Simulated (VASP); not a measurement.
Crystal: Ga2GeO.

```
CELL_PARAMETERS angstrom
3.24352 0.00000 0.00000
-1.62176 2.80897 0.00000
0.00000 0.00000 6.83687
ATOMIC_POSITIONS crystal
Ga 0.00000 0.00000 0.79443
Ga 0.00000 0.00000 0.20557
Ge 0.66667 0.33333 0.50000
O 0.33333 0.66667 0.00000
```

The cell was built from a structure type or drawn by symmetry, and may not be a known phase.

| Quantity | Value |
| --- | --- |
| Program | VASP 6.6.1 |
| Task | relaxation of cell and atoms |
| Functional | PBE |
| Potentials or basis | VASP PAW PBE potentials, release 64 (Ga_d, Ge_d, O) |
| Cutoff | 600 eV |
| k mesh | 18 × 18 × 8 |
| Occupations | gaussian, width 0.1 eV |
| Spin | no spin polarisation |

At the start: pressure 0.7 GPa; volume 15.57 Å³/atom.

Q: Where does the relaxation end?

A: Over 20 steps the energy falls by 75.9 meV/atom and the volume is 15.54 Å³/atom (-0.2 %); space group P-6m2 (No. 187, to 0.1 Å) before and after.

The path:
```csv
step,energy change (eV),largest force (eV/Å),pressure (GPa),volume (Å³)
1,0.0000,0.2680,0.69,62.29
2,-0.0275,0.2651,-0.02,62.89
3,-0.1030,0.1967,-2.00,64.64
4,-0.1691,0.1592,-5.02,67.89
5,-0.1781,0.1527,-4.99,67.85
6,-0.2017,0.1161,-4.89,67.69
7,-0.2264,0.0444,-4.42,67.31
8,-0.2446,0.0238,-3.82,66.62
9,-0.2808,0.2383,-1.78,64.56
10,-0.2579,0.7155,3.49,60.56
11,-0.2882,0.3863,-0.27,63.25
12,-0.2941,0.3080,-0.21,63.00
13,-0.3029,0.0703,0.02,62.24
14,-0.3031,0.0299,0.07,62.11
15,-0.3031,0.0372,0.06,62.13
16,-0.3032,0.0282,0.03,62.16
17,-0.3034,0.0120,-0.07,62.21
18,-0.3034,0.0196,-0.23,62.30
19,-0.3035,0.0024,-0.13,62.25
20,-0.3035,0.0071,-0.02,62.16
```

Final structure:
```cif
data_structure
_symmetry_space_group_name_H-M 'P 1'
_symmetry_Int_Tables_number 1
_cell_length_a 2.9980
_cell_length_b 2.9980
_cell_length_c 7.9857
_cell_angle_alpha 90.000
_cell_angle_beta 90.000
_cell_angle_gamma 120.000
_cell_volume 62.16
loop_
_atom_site_label
_atom_site_type_symbol
_atom_site_fract_x
_atom_site_fract_y
_atom_site_fract_z
_atom_site_occupancy
Ga1 Ga 0.00000 0.00000 0.81464 1
Ga2 Ga 0.00000 0.00000 0.18536 1
Ge1 Ge 0.66667 0.33333 0.50000 1
O1 O 0.33333 0.66667 0.00000 1
```

Caveat: a cell axis changed by over 15 % at a fixed basis, so the end point is rough.
